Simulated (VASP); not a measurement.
Runs of VASP 6.6.1 on Ba. The structure is that of space group Im-3m (No. 229), or close to it. The cells are those of the table. 

```tsv
task	cell	k mesh	cutoff (eV)	gap on the mesh (eV)	pressure (GPa)
single point	a = 4.374 Å, angles 109.5°, 1 atom	14 × 14 × 14	520	none	0.4
single point	a = 4.313 Å, angles 109.5°, 1 atom	14 × 14 × 14	520	none	0.8
single point	a = 4.605 Å, angles 109.5°, 1 atom	14 × 14 × 14	520	none	-0.7
relaxation of cell and atoms	relaxed from a = 4.330 Å, angles 109.5°, 1 atom	9 × 9 × 9	600	none	0.0
single point	a = 4.434 Å, angles 109.5°, 1 atom	5 × 5 × 5	500	none	0.0
single point	a = 4.549 Å, angles 109.5°, 1 atom	14 × 14 × 14	520	none	(b)
single point	a = 4.434 Å, angles 109.5°, 1 atom	14 × 14 × 14	520	none	(a)
single point	a = 4.492 Å, angles 109.5°, 1 atom	14 × 14 × 14	520	none	-0.2
```

Alike in all rows: level revPBE; potentials or basis VASP PAW PBE potentials, release 64 (Ba_sv); no spin polarisation; smearing fermi-dirac 0.1 eV.

**Question.** Estimate the missing entries.

**Answer.** (a) 0.1; (b) -0.5.

Caveats: the PAW data sets were made with another functional, which shifts forces and pressure a little; spin-orbit coupling is left out, which moves the levels of the heavy elements.

A k mesh can miss the band edges, and the runs leave out spin-orbit coupling on Ba.

A gap of «none» marks levels without a gap at the run's occupations.
